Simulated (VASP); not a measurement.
# Br (P6_3/mmc) in VASP: further runs, part 3 of 3

VASP 6.6.1. The steps go on from the part before.

## 5. Single point, PBE (volume scaled by 0.52)

Input file INCAR:

```
PREC = Accurate ; ENCUT = 520
EDIFF = 1E-6 ; ISMEAR = -1
SIGMA = 0.05 ; LREAL = False
LASPH = True ; NELM = 100
ALGO = Normal ; ISIF = 2
LWAVE = False ; LCHARG = False
GGA = PE ; NBANDS = 14
```

Input file KPOINTS:

```
Automatic mesh
0
Gamma
  14 14 8
```

Input file POSCAR:

```
Br
1.0
    2.8629971094      0.0000000000      0.0000000000
   -1.4314985547      2.4794282277      0.0000000000
    0.0000000000      0.0000000000      4.2055536326
Br
2
Direct
    0.3333333333      0.6666666667      0.2500000000
    0.6666666667      0.3333333333      0.7500000000
```

Potentials or basis: VASP PAW PBE potentials, release 64 (Br).

On the command line:

```
cat potpaw_PBE.64/Br/POTCAR > POTCAR
mpirun -np 1 vasp_std > vasp.out
```

OUTCAR:

```text
PREC = Accurate
   ENCUT = 520
   EDIFF = 1E-6
   ISMEAR = -1
   LREAL = False
   LASPH = True
   NELM = 100
   ISIF = 2
   GGA = PE

 ion  position               nearest neighbor table
   1  0.333  0.667  0.250-   2 2.67   2 2.67   2 2.67   2 2.67   2 2.67   2 2.67
   2  0.667  0.333  0.750-   1 2.67   1 2.67   1 2.67   1 2.67   1 2.67   1 2.67

  LATTYP: Found a hexagonal cell.
 ALAT       =     2.8629971094
 C/A-ratio  =     1.4689339430

  Lattice vectors:

 A1 = (   2.8629971094,   0.0000000000,   0.0000000000)
 A2 = (  -1.4314985547,   2.4794282277,   0.0000000000)
 A3 = (   0.0000000000,   0.0000000000,   4.2055536326)

Analysis of symmetry for initial positions (statically):
=====================================================================
 Subroutine PRICEL returns:
 Original cell was already a primitive cell.

 Routine SETGRP: Setting up the symmetry group for a
 hexagonal supercell.

 Subroutine GETGRP returns: Found 24 space group operations
 (whereof 12 operations were pure point group operations)
 out of a pool of 24 trial point group operations.

The static configuration has the point symmetry D_3d.
 The point group associated with its full space group is D_6h.

Analysis of symmetry for dynamics (positions and initial velocities):
=====================================================================
 Subroutine PRICEL returns:
 Original cell was already a primitive cell.

 Routine SETGRP: Setting up the symmetry group for a
 hexagonal supercell.

 Subroutine GETGRP returns: Found 24 space group operations
 (whereof 12 operations were pure point group operations)
 out of a pool of 24 trial point group operations.

The dynamic configuration has the point symmetry D_3d.
 The point group associated with its full space group is D_6h.

 Subroutine INISYM returns: Found 24 space group operations
 (whereof 12 operations are pure point group operations),
 and found     1 'primitive' translations

----------------------------------------------------------------------------------------

                                     Primitive cell

  volume of cell :      29.8535

  direct lattice vectors                    reciprocal lattice vectors
     2.862997109  0.000000000  0.000000000     0.349284321  0.201659396  0.000000000
    -1.431498555  2.479428228  0.000000000     0.000000000  0.403318793  0.000000000
     0.000000000  0.000000000  4.205553633     0.000000000  0.000000000  0.237780822

  length of vectors
     2.862997109  2.862997109  4.205553633     0.403318793  0.403318793  0.237780822

  position of ions in fractional coordinates (direct lattice)
     0.333333333  0.666666667  0.250000000
     0.666666667  0.333333333  0.750000000

  ion indices of the primitive-cell ions
   primitive index   ion index
                 1           1
                 2           2

----------------------------------------------------------------------------------------

 KPOINTS: Automatic mesh

Automatic generation of k-mesh.
 Grid dimensions read from file:
 generate k-points for:   14   14    8

 Generating k-lattice:

  Cartesian coordinates                     Fractional coordinates (reciprocal lattice)
     0.024948880  0.014404243  0.000000000     0.071428571  0.000000000  0.000000000
     0.000000000  0.028808485  0.000000000     0.000000000  0.071428571  0.000000000
     0.000000000  0.000000000  0.029722603     0.000000000  0.000000000  0.125000000

  Length of vectors
     0.028808485  0.028808485  0.029722603

  Shift w.r.t. Gamma in fractional coordinates (k-lattice)
     0.000000000  0.000000000  0.000000000

 Subroutine IBZKPT returns following result:
 ===========================================

 Found    120 irreducible k-points:

 Following reciprocal coordinates:
            Coordinates               Weight
  0.000000  0.000000  0.000000      1.000000
  0.071429 -0.000000  0.000000      6.000000
  0.142857 -0.000000  0.000000      6.000000
  0.214286 -0.000000  0.000000      6.000000
  0.285714  0.000000  0.000000      6.000000
  0.357143 -0.000000  0.000000      6.000000
[... 16 lines left out ...]
  0.285714  0.285714  0.000000      6.000000
  0.357143  0.285714  0.000000      6.000000
 [... further k-points ...]
   k-points           NKPTS =    120   k-points in BZ     NKDIM =    120   number of bands    NBANDS=     14
   number of dos      NEDOS =    301   number of ions     NIONS =      2
   total plane-waves  NPLWV =  18432
   dimension x,y,z NGX =    24 NGY =   24 NGZ =   32
   dimension x,y,z NGXF=    48 NGYF=   48 NGZF=   64
   ions per type =               2
   NGX,Y,Z   is equivalent  to a cutoff of  13.94, 13.94, 12.65 a.u.
   NGXF,Y,Z  is equivalent  to a cutoff of  27.87, 27.87, 25.30 a.u.
 SYSTEM =  unknown system
   PREC   = accura    normal or accurate (medium, high low for compatibility)
   ISTART =      0    job   : 0-new  1-cont  2-samecut
   ICHARG =      2    charge: 1-file 2-atom 10-const
   ISPIN  =      1    spin polarized calculation?
   LNONCOLLINEAR =      F non collinear calculations
   LSORBIT =      F    spin-orbit coupling
   LASPH  =      T    aspherical Exc in radial PAW
   ENCUT  =  520.0 eV  38.22 Ry    6.18 a.u.   5.32  5.32  7.82*2*pi/ulx,y,z
   NELM   =    100;   NELMIN=  2; NELMDL= -5     # of ELM steps
   EDIFF  = 0.1E-05   stopping-criterion for ELM
   LREAL  =      F    real-space projection
   EDIFFG = 0.1E-04   stopping-criterion for IOM
   NSW    =      0    number of steps for IOM
   IBRION =     -1    ionic relax: 0-MD 1-quasi-New 2-CG
   NFREE  =      0    steps in history (QN), initial steepest desc. (CG)
   ISIF   =      2    stress and relaxation
   ISYM   =      2    0-nonsym 1-usesym 2-fastsym
   POTIM  = 0.5000    time-step for ionic-motion
   TEBEG  =    0.0;   TEEND  =   0.0 temperature during run
   PSTRESS=    0.0 pullay stress
   NELECT =      14.0000    total number of electrons
   NUPDOWN=      -1.0000    fix difference up-down
   EMIN   =  10.00;   EMAX   =-10.00  energy-range for DOS
   EFERMI =   0.00;   METHOD = LEGACY
   ISMEAR =    -1;   SIGMA  =   0.05  broadening in eV -4-tet -1-fermi 0-gaus
   EFERMI_NEDOS =   21; number of points for ismear=-14 and -15
   IALGO  =     38    algorithm
   IMIX   =      4    mixing-type and parameters
     AMIX     =   0.40;   BMIX     =  1.00
     AMIX_MAG =   1.60;   BMIX_MAG =  1.00
  volume/ion in A,a.u.               =      14.93       100.73
  Fermi-wavevector in a.u.,A,eV,Ry     =   1.271898  2.403539 22.010480  1.617725
  Thomas-Fermi vector in A             =   2.404806
   LORBIT       =      0    0 simple, 1 ext, 2 COOP (PROOUT), +10 PAW based schemes
   GGA     = PE    functional components
   LHFCALC =     F    Hartree Fock is set to
   AEXX    =    0.0000 exact exchange contribution
   IVDW    =     0    specifies the selected vdW correction
   LEPSILON=     F    determine dielectric tensor
   LRPA    =     F    only Hartree local field effects (RPA)
 non-spin polarized calculation
  energy-cutoff  :      520.00
  volume of cell :       29.85
 maximum number of plane-waves:       820
 NGX is ok and might be reduce to    24
   NGX = 11   NGY = 11   NGZ = 15

 number of electron      14.0000001 magnetization

 Free energy of the ion-electron system (eV)
  ---------------------------------------------------
  ext. energy  EPLUGINS =         0.00000000
  ---------------------------------------------------
  free energy    TOTEN  =         0.98339047 eV

  energy without entropy =        0.99343844  energy(sigma->0) =        0.98841446

 E-fermi :   9.7161     XC(G=0): -12.1334

 val. band max:        9.7103508639   @ k =   0.3571   0.1429   0.2500
 cond. band min:       9.7176961174   @ k =   0.2143  -0.0000   0.3750
 fundamental gap:      0.0073452535
 Fermi energy:         9.7161260351

 k-point     1 :       0.0000    0.0000    0.0000
  band No.  band energies     occupation
      1     -11.3375      2.00000
      2      -5.6960      2.00000
      3      -0.3953      2.00000
      4       9.0017      2.00000
      5       9.0017      2.00000
      6      11.2661      0.00000
      7      11.2661      0.00000
      8      13.1659      0.00000
      9      16.4323      0.00000
     10      20.6832      0.00000
     11      21.0954      0.00000
     12      21.0954      0.00000
     13      23.8407      0.00000
     14      23.8418      0.00000
[... 377 lines left out ...]
      1      -6.4828      2.00000
      2      -5.8692      2.00000
      3       1.0876      2.00000
      4       4.0045      2.00000
      5       4.4382      2.00000
      6       4.9210      2.00000
      7       5.8286      2.00000
      8       6.6020      2.00000
      9      13.9249      0.00000
     10      20.9821      0.00000
     11      23.5717      0.00000
     12      23.6712      0.00000
     13      26.0911      0.00000
     14      27.4809      0.00000

 [... further k-points ...]
[... 5 lines left out ...]
  --------------------------------------------------------------------------------------
  -------------------------------------------------------------------------------------
  Total       13.3755072     13.3755072     13.4258950      0.0000000     -0.0000000      0.0000000
  in kB      717.8359652    717.8359652    720.5401790      0.0000000     -0.0000000      0.0000000
  external PRESSURE =     718.7373698 kB  Pullay stress =       0.0000000 kB

 VOLUME and BASIS-vectors are now :
 -----------------------------------------------------------------------------
  energy-cutoff  :      520.00
  volume of cell :       29.85
      direct lattice vectors                 reciprocal lattice vectors
     2.862997109  0.000000000  0.000000000     0.349284321  0.201659396  0.000000000
    -1.431498555  2.479428228  0.000000000     0.000000000  0.403318793  0.000000000
     0.000000000  0.000000000  4.205553633     0.000000000  0.000000000  0.237780822

 POSITION                                       TOTAL-FORCE (eV/Angst)
 -----------------------------------------------------------------------------------
     -0.00000      1.65295      1.05139        -0.000000     -0.000000      0.000000
      1.43150      0.82648      3.15417         0.000000      0.000000      0.000000
 -----------------------------------------------------------------------------------
    total drift:                               -0.000000      0.000000     -0.000000

  FREE ENERGIE OF THE ION-ELECTRON SYSTEM (eV)
  ---------------------------------------------------
  free  energy   TOTEN  =         0.9833904731 eV

  energy  without entropy=        0.9934384431  energy(sigma->0) =        0.98841446
```

stdout:

```text
POSCAR found type information on POSCAR Br
 POSCAR found :  1 types and       2 ions
 scaLAPACK will be used
 LDA part: xc-table for (Slater+PW92), standard interpolation
 POSCAR, INCAR and KPOINTS ok, starting setup
 FFT: planning ... GRIDC
 FFT: planning ... GRID_SOFT
 FFT: planning ... GRID
 WAVECAR not read
 entering main loop
```

It took 14 s on 1 thread of Intel Xeon 6975P-C (Granite Rapids), shared host; peak memory 0.17 GiB.

What came out:

```
Free energy            : 0.9834 eV
Pressure               : 71.9 GPa
Band gap on the k mesh : zero (band 7 reaches 11.38 eV, above the bottom of band 8 at 6.60 eV)
```

Stress tensor (GPa, compression positive):
```
71.78  0.00  0.00
 0.00 71.78  0.00
 0.00  0.00 72.05
```

Caveat: the cell differs from its parent crystal (volume scaled by 0.52).

## 6. Single point, PBE

This run uses another cell than the first one, of 17.22 Å³/atom, 1.333 times its volume.

Input file INCAR:

```
SYSTEM = Br
ALGO = Normal ; EDIFF = 1E-7
ENCUT = 520 ; GGA = PE
ISIF = 2 ; ISMEAR = -1
LASPH = .TRUE. ; LCHARG = .TRUE.
LELF = .TRUE. ; LREAL = .FALSE.
LVHAR = .TRUE. ; LWAVE = .FALSE.
NBANDS = 14 ; NELM = 100
PREC = Accurate ; SIGMA = 0.05
```

Input file KPOINTS:

```
k-points
0
G
  14 14 8
  0 0 0
```

Input file POSCAR:

```
Br
1.0
    3.0467664079      0.0000000000      0.0000000000
   -1.5233832039      2.6385771086      0.0000000000
    0.0000000000      0.0000000000      4.2848397513
Br
2
Direct
    0.3333333333      0.6666666667      0.2500000000
    0.6666666667      0.3333333333      0.7500000000
```

Potentials or basis: VASP PAW PBE potentials, release 64 (Br).

On the command line:

```
cat potpaw_PBE.64/Br/POTCAR > POTCAR
mpirun -np 1 vasp_std > vasp.out
```

It took 22 s on 1 thread of Intel Xeon 6975P-C (Granite Rapids), shared host; peak memory 0.17 GiB.

The run converged. Its results:

* Free energy: -0.5589 eV
* Pressure: 39.5 GPa
* Band gap on the k mesh: zero (band 7 reaches 8.42 eV, above the bottom of band 8 at 5.15 eV)

Stress tensor (GPa, compression positive):
```
39.30  0.00  0.00
 0.00 39.30  0.00
 0.00  0.00 39.81
```

Levels at points of the mesh, in eV from the Fermi level:
```
           k point  band 4  band 5  band 6  band 7  band 8  band 9  band 10  band 11
(0.00, 0.00, 0.00)   -1.14   -1.14    0.95    0.95    2.81    6.26     9.97    11.21
(0.50, 0.00, 0.00)   -5.13   -4.70   -3.50   -2.43    0.62    4.49     8.75    10.14
(0.00, 0.00, 0.50)   -2.73   -0.12   -0.12   -0.12   -0.12    8.68     8.68    10.54
(0.50, 0.00, 0.50)   -8.17   -1.91   -1.91   -0.46   -0.46    7.22     7.22     9.64
```

## 7. The runs side by side

```csv
cell,gap on the mesh (eV),pressure (GPa)
"a = 2.639, b = 2.639, c = 4.284 Å, angles 90.0, 90.0, 120.0°, 2 atoms",none,122.3
"a = 2.863, b = 2.863, c = 4.206 Å, angles 90.0, 90.0, 120.0°, 2 atoms",none,71.9
"a = 3.047, b = 3.047, c = 4.285 Å, angles 90.0, 90.0, 120.0°, 2 atoms",none,39.5
```

Alike in all rows: task single point; level PBE; potentials or basis VASP PAW PBE potentials, release 64 (Br); no spin polarisation; k mesh 14 × 14 × 8; cutoff (eV) 520; smearing fermi-dirac 0.05 eV.

Absolute energies hang on the potentials; compare differences alone.
